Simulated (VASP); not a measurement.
# WSe2 (F-43m) in VASP: further runs

WSe2 is run at these levels: PBE; tasks: single point, relaxation of cell and atoms.

All numbers are computed with VASP 6.6.1; they aren't measurements. Logs are shortened: lines on timing, memory, paths and dates and some standing lists are left out, and cuts for length are marked.

## 1. The cell of the first run

Symmetry: F-43m, No. 216, cubic system. Conventional cell: a = 6.207 Å, b = 6.207 Å, c = 6.207 Å, α = 90.00°, β = 90.00°, γ = 90.00°. Within 3.5 Å of W (site symmetry -43m) lie 10 Se at 2.69 to 3.10 Å. Se (site symmetry -43m) has 4 W at 2.69 Å and 4 Se at 2.69 Å within 3.5 Å. Within 3.5 Å of Se (site symmetry -43m) lie 4 Se at 2.69 Å and 6 W at 3.10 Å.

The cell was built from a structure type or drawn by symmetry, and may not be a known phase.

## 2. Single point, PBE, collinear spin

Input file INCAR:

```
SYSTEM = WSe2
ALGO     = Normal         ! electronic algorithm
EDIFF    = 1E-7           ! SCF threshold, eV
ENCUT    = 520            ! plane-wave cutoff, eV
GGA      = PE             ! functional
ISIF     = 2              ! what is computed and relaxed
ISMEAR   = 0              ! smearing method
ISPIN    = 2              ! spin polarisation
LASPH    = .TRUE.         ! aspherical terms in the spheres
LCHARG   = .FALSE.        ! write CHGCAR
LMAXMIX  = 4              ! l up to which the mixer works
LORBIT   = 11             ! projections on sites
LREAL    = .FALSE.        ! projectors in reciprocal space
LWAVE    = .FALSE.        ! write WAVECAR
MAGMOM   = 0.93 -0.07 0.02 ! initial moments
NBANDS   = 24             ! bands
NELM     = 150            ! most SCF steps
PREC     = Accurate       ! precision mode
SIGMA    = 0.1            ! smearing width, eV
```

Input file KPOINTS:

```
k-points
0
G
  4 4 4
  0 0 0
```

Input file POSCAR:

```
WSe2
1.0
    0.0000000000      3.1032878208      3.1032878208
    3.1032878208      0.0000000000      3.1032878208
    3.1032878208      3.1032878208      0.0000000000
W Se
1 2
Direct
    0.5000000000      0.5000000000      0.5000000000
    0.2500000000      0.2500000000      0.2500000000
    0.0000000000      0.0000000000      0.0000000000
```

Potentials or basis: VASP PAW PBE potentials, release 64 (W_sv, Se).

Launch:

```console
> cat potpaw_PBE.64/W_sv/POTCAR potpaw_PBE.64/Se/POTCAR > POTCAR
> mpirun -np 1 vasp_std > vasp.out
```

OUTCAR:

```text
SYSTEM = WSe2
   EDIFF = 1E-7
   ENCUT = 520
   GGA = PE
   ISIF = 2
   ISMEAR = 0
   ISPIN = 2
   LASPH = .TRUE.
   LORBIT = 11
   LREAL = .FALSE.
   NELM = 150
   PREC = Accurate

 ion  position               nearest neighbor table
   1  0.500  0.500  0.500-   2 2.69   2 2.69   2 2.69   2 2.69   3 3.10   3 3.10   3 3.10   3 3.10
                             3 3.10   3 3.10
   2  0.250  0.250  0.250-   3 2.69   3 2.69   3 2.69   1 2.69   1 2.69   1 2.69   3 2.69   1 2.69

   3  0.000  0.000  0.000-   2 2.69   2 2.69   2 2.69   2 2.69   1 3.10   1 3.10   1 3.10   1 3.10
                             1 3.10   1 3.10

  LATTYP: Found a face centered cubic cell.
 ALAT       =     6.2065756416

  Lattice vectors:

 A1 = (   0.0000000000,   3.1032878208,   3.1032878208)
 A2 = (   3.1032878208,   0.0000000000,   3.1032878208)
 A3 = (   3.1032878208,   3.1032878208,   0.0000000000)

Analysis of symmetry for initial positions (statically):
=====================================================================
 Subroutine PRICEL returns:
 Original cell was already a primitive cell.

 Routine SETGRP: Setting up the symmetry group for a
 face centered cubic supercell.

 Subroutine GETGRP returns: Found 24 space group operations
 (whereof 24 operations were pure point group operations)
 out of a pool of 48 trial point group operations.

The static configuration has the point symmetry T_d .

Analysis of symmetry for dynamics (positions and initial velocities):
=====================================================================
 Subroutine PRICEL returns:
 Original cell was already a primitive cell.

 Routine SETGRP: Setting up the symmetry group for a
 face centered cubic supercell.

 Subroutine GETGRP returns: Found 24 space group operations
 (whereof 24 operations were pure point group operations)
 out of a pool of 48 trial point group operations.

The dynamic configuration has the point symmetry T_d .

Analysis of structural, dynamic, and magnetic symmetry:
=====================================================================
 Subroutine PRICEL returns:
 Original cell was already a primitive cell.

 Routine SETGRP: Setting up the symmetry group for a
 face centered cubic supercell.

 Subroutine GETGRP returns: Found 24 space group operations
 (whereof 24 operations were pure point group operations)
 out of a pool of 48 trial point group operations.

The overall configuration has the point symmetry T_d .

 Subroutine INISYM returns: Found 24 space group operations
 (whereof 24 operations are pure point group operations),
 and found     1 'primitive' translations

----------------------------------------------------------------------------------------

                                     Primitive cell

  volume of cell :      59.7718

  direct lattice vectors                    reciprocal lattice vectors
     0.000000000  3.103287821  3.103287821    -0.161119441  0.161119441  0.161119441
     3.103287821  0.000000000  3.103287821     0.161119441 -0.161119441  0.161119441
     3.103287821  3.103287821  0.000000000     0.161119441  0.161119441 -0.161119441

  length of vectors
     4.388711724  4.388711724  4.388711724     0.279067058  0.279067058  0.279067058

  position of ions in fractional coordinates (direct lattice)
     0.500000000  0.500000000  0.500000000
     0.250000000  0.250000000  0.250000000
     0.000000000  0.000000000  0.000000000

  ion indices of the primitive-cell ions
   primitive index   ion index
                 1           1
                 2           2
                 3           3

----------------------------------------------------------------------------------------

 KPOINTS: k-points

Automatic generation of k-mesh.
 Grid dimensions read from file:
 generate k-points for:    4    4    4

 Generating k-lattice:

  Cartesian coordinates                     Fractional coordinates (reciprocal lattice)
    -0.040279860  0.040279860  0.040279860     0.250000000  0.000000000  0.000000000
     0.040279860 -0.040279860  0.040279860     0.000000000  0.250000000  0.000000000
     0.040279860  0.040279860 -0.040279860     0.000000000  0.000000000  0.250000000

  Length of vectors
     0.069766765  0.069766765  0.069766765

  Shift w.r.t. Gamma in fractional coordinates (k-lattice)
     0.000000000  0.000000000  0.000000000

 Subroutine IBZKPT returns following result:
 ===========================================

 Found      8 irreducible k-points:

 Following reciprocal coordinates:
            Coordinates               Weight
  0.000000  0.000000  0.000000      1.000000
  0.250000  0.000000  0.000000      8.000000
  0.500000  0.000000  0.000000      4.000000
  0.250000  0.250000  0.000000      6.000000
  0.500000  0.250000  0.000000     24.000000
 -0.250000  0.250000  0.000000     12.000000
  0.500000  0.500000  0.000000      3.000000
 -0.250000  0.500000  0.250000      6.000000
   k-points           NKPTS =      8   k-points in BZ     NKDIM =      8   number of bands    NBANDS=     24
   number of dos      NEDOS =    301   number of ions     NIONS =      3
   total plane-waves  NPLWV =  46656
   dimension x,y,z NGX =    36 NGY =   36 NGZ =   36
   dimension x,y,z NGXF=    72 NGYF=   72 NGZF=   72
   ions per type =               1   2
   NGX,Y,Z   is equivalent  to a cutoff of  13.64, 13.64, 13.64 a.u.
   NGXF,Y,Z  is equivalent  to a cutoff of  27.27, 27.27, 27.27 a.u.
 SYSTEM =  WSe2
   PREC   = accura    normal or accurate (medium, high low for compatibility)
   ISTART =      0    job   : 0-new  1-cont  2-samecut
   ICHARG =      2    charge: 1-file 2-atom 10-const
   ISPIN  =      2    spin polarized calculation?
   LNONCOLLINEAR =      F non collinear calculations
   LSORBIT =      F    spin-orbit coupling
   LASPH  =      T    aspherical Exc in radial PAW
   ENCUT  =  520.0 eV  38.22 Ry    6.18 a.u.   8.16  8.16  8.16*2*pi/ulx,y,z
   NELM   =    150;   NELMIN=  2; NELMDL= -5     # of ELM steps
   EDIFF  = 0.1E-06   stopping-criterion for ELM
   LREAL  =      F    real-space projection
   EDIFFG = 0.1E-05   stopping-criterion for IOM
   NSW    =      0    number of steps for IOM
   IBRION =     -1    ionic relax: 0-MD 1-quasi-New 2-CG
   NFREE  =      0    steps in history (QN), initial steepest desc. (CG)
   ISIF   =      2    stress and relaxation
   ISYM   =      2    0-nonsym 1-usesym 2-fastsym
   POTIM  = 0.5000    time-step for ionic-motion
   TEBEG  =    0.0;   TEEND  =   0.0 temperature during run
   PSTRESS=    0.0 pullay stress
   NELECT =      26.0000    total number of electrons
   NUPDOWN=      -1.0000    fix difference up-down
   EMIN   =  10.00;   EMAX   =-10.00  energy-range for DOS
   EFERMI =   0.00;   METHOD = LEGACY
   ISMEAR =     0;   SIGMA  =   0.10  broadening in eV -4-tet -1-fermi 0-gaus
   EFERMI_NEDOS =   21; number of points for ismear=-14 and -15
   IALGO  =     38    algorithm
   IMIX   =      4    mixing-type and parameters
     AMIX     =   0.40;   BMIX     =  1.00
     AMIX_MAG =   1.60;   BMIX_MAG =  1.00
  volume/ion in A,a.u.               =      19.92       134.45
  Fermi-wavevector in a.u.,A,eV,Ry     =   1.240416  2.344046 20.934344  1.538631
  Thomas-Fermi vector in A             =   2.374857
   LORBIT       =     11    0 simple, 1 ext, 2 COOP (PROOUT), +10 PAW based schemes
   GGA     = PE    functional components
   LHFCALC =     F    Hartree Fock is set to
   AEXX    =    0.0000 exact exchange contribution
   IVDW    =     0    specifies the selected vdW correction
   LEPSILON=     F    determine dielectric tensor
   LRPA    =     F    only Hartree local field effects (RPA)
 spin polarized calculation
 Gauss-broadening in eV      SIGMA  =   0.10
  energy-cutoff  :      520.00
  volume of cell :       59.77
 maximum number of plane-waves:      1639
 NGX is ok and might be reduce to    36
   NGX = 17   NGY = 17   NGZ = 17

 number of electron      26.0000000 magnetization       1.1898199

 Free energy of the ion-electron system (eV)
  ---------------------------------------------------
  ext. energy  EPLUGINS =         0.00000000
  ---------------------------------------------------
  free energy    TOTEN  =       -16.43277124 eV

  energy without entropy =      -16.42910660  energy(sigma->0) =      -16.43093892

 E-fermi :   7.4739     XC(G=0): -11.0416

 val. band max:        7.2963998847   @ k =  -0.2500   0.2500   0.0000
 cond. band min:       7.4819930142   @ k =  -0.2500   0.5000   0.2500
 fundamental gap:      0.1855931295
 Fermi energy:         7.4738629832

 spin component 1

 k-point     1 :       0.0000    0.0000    0.0000
  band No.  band energies     occupation
      1     -67.4966      1.00000
      2     -31.7514      1.00000
      3     -31.7514      1.00000
      4     -31.7514      1.00000
      5      -9.6071      1.00000
      6      -3.5043      1.00000
[... 16 lines left out ...]
     23      17.1742      0.00000
     24      18.2234      0.00000
[... 165 lines left out ...]
      1     -67.4964      1.00000
      2     -31.7612      1.00000
      3     -31.7578      1.00000
      4     -31.7558      1.00000
      5      -7.4713      1.00000
      6      -6.8883      1.00000
[... 16 lines left out ...]
     23      19.0604      0.00000
     24      19.1570      0.00000
 Fermi energy:         7.4738629832

 spin component 2

 k-point     1 :       0.0000    0.0000    0.0000
  band No.  band energies     occupation
      1     -67.0546      1.00000
      2     -31.1560      1.00000
      3     -31.1560      1.00000
      4     -31.1560      1.00000
      5      -9.5908      1.00000
      6      -3.5421      1.00000
[... 16 lines left out ...]
     23      17.4565      0.00000
     24      18.4851      0.00000
[... 166 lines left out ...]
      2     -31.1661      1.00000
      3     -31.1625      1.00000
      4     -31.1605      1.00000
      5      -7.5158      1.00000
      6      -6.8550      1.00000
[... 16 lines left out ...]
     23      19.1700      0.00000
     24      19.2670      0.00000

------------------------ aborting loop because EDIFF is reached ----------------------------------------

  FORCE on cell =-STRESS in cart. coord.  units (eV):
  Direction    XX          YY          ZZ          XY          YZ          ZX
  --------------------------------------------------------------------------------------
  -------------------------------------------------------------------------------------
  Total        0.0798516      0.0798516      0.0798516      0.0000000      0.0000000     -0.0000000
  in kB        2.1404160      2.1404160      2.1404160      0.0000000      0.0000000     -0.0000000
  external PRESSURE =       2.1404160 kB  Pullay stress =       0.0000000 kB

 VOLUME and BASIS-vectors are now :
 -----------------------------------------------------------------------------
  energy-cutoff  :      520.00
  volume of cell :       59.77
      direct lattice vectors                 reciprocal lattice vectors
     0.000000000  3.103287821  3.103287821    -0.161119441  0.161119441  0.161119441
     3.103287821  0.000000000  3.103287821     0.161119441 -0.161119441  0.161119441
     3.103287821  3.103287821  0.000000000     0.161119441  0.161119441 -0.161119441

 POSITION                                       TOTAL-FORCE (eV/Angst)
 -----------------------------------------------------------------------------------
      3.10329      3.10329      3.10329        -0.000000     -0.000000     -0.000000
      1.55164      1.55164      1.55164         0.000000      0.000000      0.000000
      0.00000      0.00000      0.00000        -0.000000     -0.000000     -0.000000
 -----------------------------------------------------------------------------------
    total drift:                               -0.000000     -0.000000     -0.000000

  FREE ENERGIE OF THE ION-ELECTRON SYSTEM (eV)
  ---------------------------------------------------
  free  energy   TOTEN  =       -16.4327712420 eV

  energy  without entropy=      -16.4291065980  energy(sigma->0) =      -16.43093892

 total charge

# of ion       s       p       d       tot
------------------------------------------
    1        2.308   6.111   3.328  11.746
    2        1.493   2.181   0.158   3.831
    3        1.531   2.144   0.090   3.765
--------------------------------------------------
tot          5.332  10.435   3.576  19.343

 magnetization (x)

# of ion       s       p       d       tot
------------------------------------------
    1        0.031   0.020   0.906   0.957
    2       -0.002  -0.074   0.012  -0.065
    3        0.010  -0.007   0.011   0.014
--------------------------------------------------
tot          0.039  -0.061   0.929   0.906
```

Wall time 35 s (1 thread of Intel Xeon Platinum 8488C (Sapphire Rapids), shared host); peak memory 0.24 GiB.

What came out:

```
Free energy                                           : -16.4328 eV
Pressure                                              : 0.2 GPa
Net moment                                            : 1.19 μB per cell
Site moments                                          : W +0.96; Se -0.07, +0.01 μB
Valence electrons inside the program's atomic spheres : W 11.75; Se 3.83, 3.77
```

Levels at points of the mesh, in eV from the Fermi level:
Spin up:
| k point | band 11 | band 12 | band 13 | band 14 | band 15 | band 16 | band 17 | band 18 |
| --- | --- | --- | --- | --- | --- | --- | --- | --- |
| (0.00, 0.00, 0.00) | -3.32 | -3.32 | -1.89 | -1.89 | 0.18 | 2.48 | 2.48 | 2.48 |
| (0.50, 0.00, 0.00) | -2.75 | -1.02 | 0.20 | 0.20 | 0.89 | 1.49 | 1.49 | 3.64 |
| (0.50, 0.50, 0.00) | -1.47 | -1.47 | -1.19 | -0.69 | 0.36 | 2.34 | 2.34 | 4.08 |
Spin down:
```
           k point  band 10  band 11  band 12  band 13  band 14  band 15
(0.00, 0.00, 0.00)    -3.20    -3.20    -3.20    -1.14    -1.14     0.63
(0.50, 0.00, 0.00)    -2.44    -2.44    -0.52     0.71     0.71     0.99
(0.50, 0.50, 0.00)    -4.14    -1.04    -1.04    -0.35     0.10     0.79
```

Caveat: the k points lie up to 0.44 Å⁻¹ apart; spin-orbit coupling is left out, which moves the levels of the heavy elements.

## 3. Single point, PBE, collinear spin

This run uses another cell than the first one, of 29.10 Å³/atom.

Input file INCAR:

```
SYSTEM = WSe2
PREC = Accurate
ENCUT = 520
EDIFF = 1E-7
ISMEAR = 0
SIGMA = 0.1
LREAL = .False.
LASPH = .True.
NELM = 150
ALGO = Normal
ISIF = 2
LWAVE = .False.
LCHARG = .False.
ISPIN = 2
MAGMOM = 2.63 -0.38 -0.41
LORBIT = 11
LMAXMIX = 4
GGA = PE
NBANDS = 24
```

Input file KPOINTS:

```
Automatic mesh
0
Gamma
  4 4 4
  0 0 0
```

Input file POSCAR:

```
WSe2
1.0
    0.0000000000      3.5211012700      3.5211012700
    3.5211012700      0.0000000000      3.5211012700
    3.5211012700      3.5211012700      0.0000000000
W Se
1 2
Direct
    0.5000000000      0.5000000000      0.5000000000
    0.2500000000      0.2500000000      0.2500000000
    0.0000000000      0.0000000000      0.0000000000
```

Potentials or basis: VASP PAW PBE potentials, release 64 (W_sv, Se).

Launch:

```console
> cat potpaw_PBE.64/W_sv/POTCAR potpaw_PBE.64/Se/POTCAR > POTCAR
> mpirun -np 1 vasp_std > vasp.out
```

Run time: 58 s. Hardware: 1 thread of Intel Xeon Platinum 8488C (Sapphire Rapids), shared host; peak memory 0.27 GiB.

Results (log left out):

```
Free energy                                           : -14.8511 eV
Pressure                                              : -13.0 GPa
Net moment                                            : 2.17 μB per cell
Site moments                                          : W +2.35; Se -0.28, -0.30 μB
Valence electrons inside the program's atomic spheres : W 11.49; Se 3.62, 3.64
```

Levels at points of the mesh, in eV from the Fermi level:
Spin up:
```
           k point  band 12  band 13  band 14  band 15  band 16  band 17
(0.00, 0.00, 0.00)    -1.54    -1.05    -1.05    -0.69     1.36     1.36
(0.50, 0.00, 0.00)    -0.73     0.29     0.29     0.59     0.94     0.94
(0.50, 0.50, 0.00)    -0.88    -0.78    -0.73    -0.24     1.65     1.65
```
Spin down:
| k point | band 9 | band 10 | band 11 | band 12 | band 13 | band 14 | band 15 | band 16 |
| --- | --- | --- | --- | --- | --- | --- | --- | --- |
| (0.00, 0.00, 0.00) | -3.40 | -1.59 | -1.59 | -1.59 | 0.53 | 0.73 | 0.73 | 2.66 |
| (0.50, 0.00, 0.00) | -3.89 | -1.00 | -1.00 | 0.01 | 1.27 | 1.73 | 1.73 | 2.18 |
| (0.50, 0.50, 0.00) | -3.35 | -2.16 | 0.01 | 0.01 | 1.06 | 1.14 | 1.14 | 2.17 |

Caveat: the k points lie up to 0.39 Å⁻¹ apart; spin-orbit coupling is left out, which moves the levels of the heavy elements.

## 4. Single point, PBE, collinear spin

Input file INCAR:

```
SYSTEM = WSe2
  PREC = Accurate
  ENCUT = 520
  EDIFF = 1E-7
  ISMEAR = 0
  SIGMA = 0.1
  LREAL = .FALSE.
  LASPH = .TRUE.
  NELM = 150
  ALGO = Normal
  ISIF = 2
  LWAVE = .FALSE.
  LCHARG = .TRUE.
  ISPIN = 2
  MAGMOM = 0.93 0 0
  LORBIT = 11
  LMAXMIX = 4
  GGA = PE
  LELF = .TRUE.
  LVHAR = .TRUE.
  NBANDS = 24
```

Input file KPOINTS:

```
regular mesh
0
G
  6 6 6
  0 0 0
```

Input file POSCAR:

```
WSe2
1.0
    0.0000000000      3.1032878208      3.1032878208
    3.1032878208      0.0000000000      3.1032878208
    3.1032878208      3.1032878208      0.0000000000
W Se
1 2
Direct
    0.5000000000      0.5000000000      0.5000000000
    0.7500000000      0.7500000000      0.7500000000
    0.0000000000      0.0000000000      0.0000000000
```

Launch:

```console
> cat potpaw_PBE.64/W_sv/POTCAR potpaw_PBE.64/Se/POTCAR > POTCAR
> mpirun -np 1 vasp_std > vasp.out
```

Run time: 53 s. Hardware: 1 thread of Intel Xeon Platinum 8488C (Sapphire Rapids), shared host; peak memory 0.25 GiB.

Results (log left out):

* Free energy: -16.4502 eV
* Pressure: -0.1 GPa
* Band gap on the k mesh: zero (filled and empty bands overlap)
* Net moment: 0.00 μB per cell
* Valence electrons inside the program's atomic spheres: W 11.76; Se 3.83, 3.76

Levels at points of the mesh, in eV from the Fermi level:
Spin up:
```csv
k point,band 11,band 12,band 13,band 14,band 15,band 16
"(0.00, 0.00, 0.00)",-3.14,-3.14,-1.38,-1.38,0.52,2.87
"(0.50, 0.00, 0.00)",-2.46,-0.63,0.58,0.58,1.05,1.93
"(0.50, 0.50, 0.00)",-1.11,-1.11,-0.64,-0.16,0.71,2.56
```
Spin down:
| k point | band 11 | band 12 | band 13 | band 14 | band 15 | band 16 |
| --- | --- | --- | --- | --- | --- | --- |
| (0.00, 0.00, 0.00) | -3.14 | -3.14 | -1.38 | -1.38 | 0.52 | 2.87 |
| (0.50, 0.00, 0.00) | -2.46 | -0.63 | 0.58 | 0.58 | 1.05 | 1.93 |
| (0.50, 0.50, 0.00) | -1.11 | -1.11 | -0.64 | -0.16 | 0.71 | 2.56 |

Caveat: spin-orbit coupling is left out, which moves the levels of the heavy elements.

[end of part 1 of 2]
